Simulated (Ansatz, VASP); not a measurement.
## Two plane-wave programs on TiCo

```
Ti Co
1.0
     2.80921    0.00000    0.00000
     0.00000    2.80921    0.00000
     0.00000    0.00000    2.80921
Ti Co
1 1
Direct
  0.00000 0.00000 0.00000
  0.50000 0.50000 0.50000
```

Change from the starting cell: species swapped into the ZnAg type (Pm-3m, No. 221).

Alike in both runs: task single point; functional PBE; k mesh 6 × 6 × 6; occupations gaussian, width 0.1 eV; collinear spin.

```csv
,VASP,Ansatz
version,VASP 6.6.1,Ansatz 0.2.0
potentials or method,"VASP PAW PBE potentials, release 64 (Ti_sv, Co), cutoff 520 eV","scalar-relativistic, plane waves, PAW"
valence electrons in the cell,21,29
```

|  | VASP | Ansatz | Ansatz less VASP |
| --- | --- | --- | --- |
| gap on the k mesh at the Fermi level (eV) | none | none | - |
| net moment per atom (μB) | 0.10 | 0.10 | +0.001 |
| size of the moment on the site where the two differ most (μB) | 0.23 | 0.24 | +0.006 |

Site moments also hang on the region over which each program counts them. A gap of «none» marks a metal or a gap that the smearing closes. VASP's potentials hold 21 valence electrons a cell and Ansatz's 29, so a difference there can come from the potentials and not from the codes. Ansatz's warnings: seeded moment not kept.

The k mesh is coarse, so the values compare programs but aren't converged.
